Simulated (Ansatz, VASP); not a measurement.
**Two plane-wave programs on ZrB2**

```
CELL_PARAMETERS angstrom
3.16721 0.00000 0.00000
-1.58360 2.74288 0.00000
0.00000 0.00000 3.55232
ATOMIC_POSITIONS crystal
Zr 0.00000 0.00000 0.00000
B 0.33333 0.66667 0.50000
B 0.66667 0.33333 0.50000
```

Alike in both runs: functional r2SCAN; k mesh 15 × 15 × 12; occupations gaussian, width 0.1 eV; no spin polarisation.

Ansatz relaxed the structure, and its values are those at the end. VASP's run is a single point on that final structure, the one shown.

|  | VASP | Ansatz |
| --- | --- | --- |
| version | VASP 6.6.1 | Ansatz 0.2.0 |
| potentials or method | VASP PAW PBE potentials, release 64 (Zr_sv, B), cutoff 520 eV | scalar-relativistic, plane waves, PAW |
| valence electrons in the cell | 18 | 18 |

```csv
,VASP,Ansatz,Ansatz less VASP
gap on the k mesh at the Fermi level (eV),none,none,-
pressure (GPa),0.0,0.0,-0.04
```

VASP's potentials were made for PBE, not for r2SCAN. A gap of «none» marks a metal or a gap that the smearing closes.
